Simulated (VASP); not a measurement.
Input of a VASP 6.6.1 run:

INCAR

```
SYSTEM = KF
  ALGO = Normal
  EDIFF = 1E-7
  ENCUT = 520
  GGA = PE
  ISIF = 2
  ISMEAR = 0
  LASPH = .True.
  LCHARG = .False.
  LREAL = .False.
  LWAVE = .False.
  NBANDS = 15
  NELM = 80
  PREC = Accurate
  SIGMA = 0.01
```

File KPOINTS:

```
k-points
0
Gamma
  4 4 4
  0 0 0
```

Contents of POSCAR:

```
KF
1.0
    0.0000000000      2.6589605554      2.6589605554
    2.6589605554      0.0000000000      2.6589605554
    2.6589605554      2.6589605554      0.0000000000
K F
1 1
Direct
    0.0000000000      0.0000000000      0.0000000000
    0.5000000000      0.5000000000      0.5000000000
```

Potentials or basis: VASP PAW PBE potentials, release 64 (K_sv, F).

Run with:

```bash
$ cat potpaw_PBE.64/K_sv/POTCAR potpaw_PBE.64/F/POTCAR > POTCAR
$ mpirun -np 1 vasp_std > vasp.out
```

(1) What does it give for the pressure?

(2) What does it give for the band gap on the k mesh?

## Answers

(1) 2.0 GPa.

(2) 6.24 eV.

Caveat: the k points lie up to 0.51 Å⁻¹ apart.
